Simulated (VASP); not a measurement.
# OsO (F-43m) in VASP: further runs, part 2 of 2

VASP 6.6.1. The steps go on from the part before.

## (3) Relaxation of cell and atoms, PBE

This run uses another cell than the first one, of 11.65 Å³/atom.

The input, INCAR:

```
SYSTEM = OsO
PREC = Accurate
ENCUT = 600
EDIFF = 1E-6
ISMEAR = 0
SIGMA = 0.1
LREAL = .False.
LASPH = .True.
NELM = 100
ALGO = Normal
ISIF = 3
LWAVE = .False.
LCHARG = .False.
GGA = PE
IBRION = 2
NSW = 90
EDIFFG = -0.04
```

The input, KPOINTS:

```
regular mesh
0
Gamma
  6 6 6
  0 0 0
```

The input, POSCAR:

```
OsO
1.0
    0.0000000000      2.2669384653      2.2669384653
    2.2669384653      0.0000000000      2.2669384653
    2.2669384653      2.2669384653      0.0000000000
Os O
1 1
Direct
    0.0000000000      0.0000000000      0.0000000000
    0.7500000000      0.7500000000      0.7500000000
```

Potentials or basis: VASP PAW PBE potentials, release 64 (Os, O).

On the command line:

```bash
$ cat potpaw_PBE.64/Os/POTCAR potpaw_PBE.64/O/POTCAR > POTCAR
$ mpirun -np 1 vasp_std > vasp.out
```

It took 11 s on 1 thread of AMD EPYC 9R45 (Zen 5), shared host; peak memory 0.13 GiB.

The run converged. Its results:

```
Free energy                           : -15.1124 eV
Relaxed volume                        : 12.63 Å³/atom
Relaxed cell                          : a = 3.293 Å, b = 3.293 Å, c = 3.293 Å, α = 60.00°, β = 60.00°, γ = 60.00°
Space group after relaxing (to 0.1 Å) : F-43m (No. 216)
Energy gained by relaxing             : 64.9 meV/atom
Ionic steps                           : 4
Pressure after relaxing               : -0.1 GPa
Band gap on the k mesh                : 0.17 eV (least direct gap 0.95 eV)
```

Step by step:
| step | energy change (eV) | largest force (eV/Å) | pressure (GPa) | volume (Å³) |
| --- | --- | --- | --- | --- |
| 1 | 0.0000 | 0.0000 | 23.25 | 23.30 |
| 2 | 0.2563 | 0.0000 | -24.93 | 29.48 |
| 3 | -0.1295 | 0.0000 | -0.97 | 25.34 |
| 4 | -0.1298 | 0.0000 | -0.11 | 25.25 |

Final structure:
```
CELL_PARAMETERS angstrom
0.00000 2.32852 2.32852
2.32852 0.00000 2.32852
2.32852 2.32852 0.00000
ATOMIC_POSITIONS crystal
Os 0.00000 0.00000 0.00000
O 0.75000 0.75000 0.75000
```

Levels at points of the mesh, in eV from the valence-band top:
```tsv
k point	band 4	band 5	band 6	band 7	band 8	band 9	band 10	band 11
(0.00, 0.00, 0.00)	-8.88	-2.76	-1.92	-1.92	2.33	2.33	2.33	13.46
(0.50, 0.00, 0.00)	-8.32	-1.93	-1.49	-1.49	1.05	1.05	3.29	6.13
(0.50, 0.50, 0.00)	-7.25	-3.53	-1.48	-0.79	0.17	0.17	6.88	7.70
```

Caveat: spin-orbit coupling is left out, which moves the levels of the heavy elements.

## (4) Single point, PBE

The input, INCAR:

```
ALGO = Normal ; EDIFF = 1E-6
ENCUT = 520 ; GGA = PE
ISIF = 2 ; ISMEAR = 0
LASPH = True ; LCHARG = False
LREAL = False ; LWAVE = False
NBANDS = 14 ; NELM = 80
PREC = Accurate ; SIGMA = 0.1
```

The input, KPOINTS:

```
k-points
0
Gamma
  20 20 20
```

The input, POSCAR:

```
OsO
1.0
    0.0000000000      2.3193374499      2.3193374499
    2.3193374499      0.0000000000      2.3193374499
    2.3193374499      2.3193374499      0.0000000000
Os O
1 1
Direct
    0.0000000000      0.0000000000      0.0000000000
    0.2500000000      0.2500000000      0.2500000000
```

On the command line:

```bash
$ cat potpaw_PBE.64/Os/POTCAR potpaw_PBE.64/O/POTCAR > POTCAR
$ mpirun -np 1 vasp_std > vasp.out
```

Wall time 34 s (1 thread of AMD EPYC 9R45 (Zen 5), shared host); peak memory 0.19 GiB.

It converged, with:

| Item | Value |
| --- | --- |
| Free energy | -15.1185 eV |
| Pressure | 2.8 GPa |
| Band gap on the k mesh | zero (bands 7 and 8 overlap by 0.18 eV) |

Levels at points of the mesh, in eV from the Fermi level:
```
           k point  band 5  band 6  band 7  band 8  band 9  band 10
(0.00, 0.00, 0.00)   -2.94   -2.10   -2.10    2.22    2.22     2.22
(0.50, 0.00, 0.00)   -2.11   -1.66   -1.66    0.91    0.91     3.15
(0.50, 0.50, 0.00)   -3.75   -1.65   -0.95    0.02    0.02     6.82
```

Caveat: spin-orbit coupling is left out, which moves the levels of the heavy elements.

## (5) Relaxation of cell and atoms, PBE

The input, INCAR:

```
PREC = Accurate
ENCUT = 600
EDIFF = 1E-6
ISMEAR = 0
SIGMA = 0.1
LREAL = False
LASPH = True
NELM = 100
ALGO = Normal
ISIF = 3
LWAVE = False
LCHARG = False
GGA = PE
IBRION = 2
NSW = 100
EDIFFG = -0.01
```

The input, KPOINTS:

```
Automatic mesh
0
Gamma
  20 20 20
```

The input, POSCAR:

```
OsO
1.0
    0.0000000000      2.3190409165      2.3190409165
    2.3190409165      0.0000000000      2.3190409165
    2.3190409165      2.3190409165      0.0000000000
Os O
1 1
Direct
    0.0000000000      0.0000000000      0.0000000000
    0.2500000000      0.2500000000      0.2500000000
```

On the command line:

```bash
$ cat potpaw_PBE.64/Os/POTCAR potpaw_PBE.64/O/POTCAR > POTCAR
$ mpirun -np 1 vasp_std > vasp.out
```

Run time: 89 s. Hardware: 1 thread of AMD EPYC 9R45 (Zen 5), shared host; peak memory 0.22 GiB.

It converged, with:

```yaml
Free_energy: -15.1239 eV
Relaxed_volume: 12.62 Å³/atom
Relaxed_cell: a = 3.292 Å, b = 3.292 Å, c = 3.292 Å, α = 60.00°, β = 60.00°, γ = 60.00°
Space_group_after_relaxing_to_0.1_Å: F-43m (No. 216)
Energy_gained_by_relaxing: 1.3 meV/atom
Ionic_steps: 3
Pressure_after_relaxing: 0.0 GPa
Band_gap_on_the_k_mesh: zero (bands 7 and 8 overlap by 0.18 eV)
```

The path:
| step | energy change (eV) | largest force (eV/Å) | pressure (GPa) | volume (Å³) |
| --- | --- | --- | --- | --- |
| 1 | 0.0000 | 0.0000 | 2.84 | 24.94 |
| 2 | 0.0050 | 0.0000 | -4.59 | 25.75 |
| 3 | -0.0025 | 0.0000 | 0.00 | 25.24 |

Final structure:
```
CELL_PARAMETERS angstrom
0.00000 2.32808 2.32808
2.32808 0.00000 2.32808
2.32808 2.32808 0.00000
ATOMIC_POSITIONS crystal
Os 0.00000 0.00000 0.00000
O 0.25000 0.25000 0.25000
```

Levels at points of the mesh, in eV from the Fermi level:
```
           k point  band 5  band 6  band 7  band 8  band 9  band 10
(0.00, 0.00, 0.00)   -2.91   -2.06   -2.06    2.19    2.19     2.19
(0.50, 0.00, 0.00)   -2.08   -1.63   -1.63    0.91    0.91     3.15
(0.50, 0.50, 0.00)   -3.68   -1.62   -0.94    0.03    0.03     6.75
```

Caveat: spin-orbit coupling is left out, which moves the levels of the heavy elements.

## (6) Single point, PBE

The input, INCAR:

```
SYSTEM = OsO
PREC = Accurate
ENCUT = 700
EDIFF = 1E-6
ISMEAR = 0
SIGMA = 0.1
LREAL = .False.
LASPH = .True.
NELM = 120
ALGO = Normal
ISIF = 2
LWAVE = .False.
LCHARG = .True.
GGA = PE
LELF = .True.
LVHAR = .True.
NBANDS = 18
GGA_COMPAT = .False.
```

The input, KPOINTS:

```
Automatic mesh
0
Gamma
  6 6 6
  0 0 0
```

The input, POSCAR:

```
OsO
1.0
    0.0000000000      2.3192408498      2.3192408498
    2.3192408498      0.0000000000      2.3192408498
    2.3192408498      2.3192408498      0.0000000000
Os O
1 1
Direct
    0.0000000000      0.0000000000      0.0000000000
    0.7500000000      0.7500000000      0.7500000000
```

Potentials or basis: VASP PAW PBE potentials, release 64 (Os_sv_GW, O).

On the command line:

```bash
$ cat potpaw_PBE.64/Os_sv_GW/POTCAR potpaw_PBE.64/O/POTCAR > POTCAR
$ mpirun -np 1 vasp_std > vasp.out
```

OUTCAR:

```text
SYSTEM = OsO
   PREC = Accurate
   ENCUT = 700
   EDIFF = 1E-6
   ISMEAR = 0
   LREAL = .False.
   LASPH = .True.
   NELM = 120
   ISIF = 2
   GGA = PE

 ion  position               nearest neighbor table
   1  0.000  0.000  0.000-   2 2.01   2 2.01   2 2.01   2 2.01
   2  0.750  0.750  0.750-   1 2.01   1 2.01   1 2.01   1 2.01

  LATTYP: Found a face centered cubic cell.
 ALAT       =     4.6384816996

  Lattice vectors:

 A1 = (   0.0000000000,   2.3192408498,   2.3192408498)
[... 510 lines left out ...]

------------------------ aborting loop because EDIFF is reached ----------------------------------------

  FORCE on cell =-STRESS in cart. coord.  units (eV):
  Direction    XX          YY          ZZ          XY          YZ          ZX
  --------------------------------------------------------------------------------------
  -------------------------------------------------------------------------------------
  Total        0.0705173      0.0705173      0.0705173     -0.0000000      0.0000000     -0.0000000
  in kB        4.5283366      4.5283366      4.5283366     -0.0000000      0.0000000     -0.0000000
  external PRESSURE =       4.5283366 kB  Pullay stress =       0.0000000 kB

 VOLUME and BASIS-vectors are now :
 -----------------------------------------------------------------------------
  energy-cutoff  :      700.00
  volume of cell :       24.95
      direct lattice vectors                 reciprocal lattice vectors
     0.000000000  2.319240850  2.319240850    -0.215587786  0.215587786  0.215587786
     2.319240850  0.000000000  2.319240850     0.215587786 -0.215587786  0.215587786
     2.319240850  2.319240850  0.000000000     0.215587786  0.215587786 -0.215587786

 POSITION                                       TOTAL-FORCE (eV/Angst)
 -----------------------------------------------------------------------------------
      0.00000      0.00000      0.00000         0.000000     -0.000000      0.000000
      3.47886      3.47886      3.47886        -0.000000      0.000000     -0.000000
 -----------------------------------------------------------------------------------
    total drift:                               -0.000000     -0.000000     -0.000000

  FREE ENERGIE OF THE ION-ELECTRON SYSTEM (eV)
  ---------------------------------------------------
  free  energy   TOTEN  =       -16.2894743952 eV

  energy  without entropy=      -16.2879264043  energy(sigma->0) =      -16.28870040
```

stdout:

```text
POSCAR found type information on POSCAR OsO
 POSCAR found :  2 types and       2 ions
 scaLAPACK will be used
 LDA part: xc-table for (Slater+PW92), standard interpolation
 POSCAR, INCAR and KPOINTS ok, starting setup
 FFT: planning ... GRIDC
 FFT: planning ... GRID_SOFT
 FFT: planning ... GRID
 WAVECAR not read
 entering main loop
```

Wall time 11 s (1 thread of AMD EPYC 7R13 (Zen 3), shared host); peak memory 0.14 GiB.

What came out:

| Quantity | Value |
| --- | --- |
| Free energy | -16.2895 eV |
| Pressure | 0.5 GPa |
| Band gap on the k mesh | 0.21 eV (least direct gap 0.98 eV) |

Caveat: spin-orbit coupling is left out, which moves the levels of the heavy elements.

## (7) Overview

```tsv
task	potentials or basis	cell	k mesh	cutoff (eV)	gap on the mesh (eV)	pressure (GPa)	relaxed volume (Å³/atom)
single point	VASP PAW PBE potentials, release 64 (Os, O)	a = 3.280 Å, angles 60.0°, 2 atoms	6 × 6 × 6	520	0.18	2.8	-
relaxation of cell and atoms	VASP PAW PBE potentials, release 64 (Os, O)	relaxed from a = 3.206 Å, angles 60.0°, 2 atoms	6 × 6 × 6	600	0.17	-0.1	12.63
single point	VASP PAW PBE potentials, release 64 (Os, O)	a = 3.280 Å, angles 60.0°, 2 atoms	20 × 20 × 20	520	none	2.8	-
relaxation of cell and atoms	VASP PAW PBE potentials, release 64 (Os, O)	relaxed from a = 3.280 Å, angles 60.0°, 2 atoms	20 × 20 × 20	600	none	0.0	12.62
single point	VASP PAW PBE potentials, release 64 (Os_sv_GW, O)	a = 3.280 Å, angles 60.0°, 2 atoms	6 × 6 × 6	700	0.21	0.5	-
```

Alike in all rows: level PBE; no spin polarisation; smearing gaussian 0.1 eV.

Caveats: spin-orbit coupling is left out, which moves the levels of the heavy elements.

Total energies depend on the potentials used, so only differences within one code and one set of settings carry meaning.
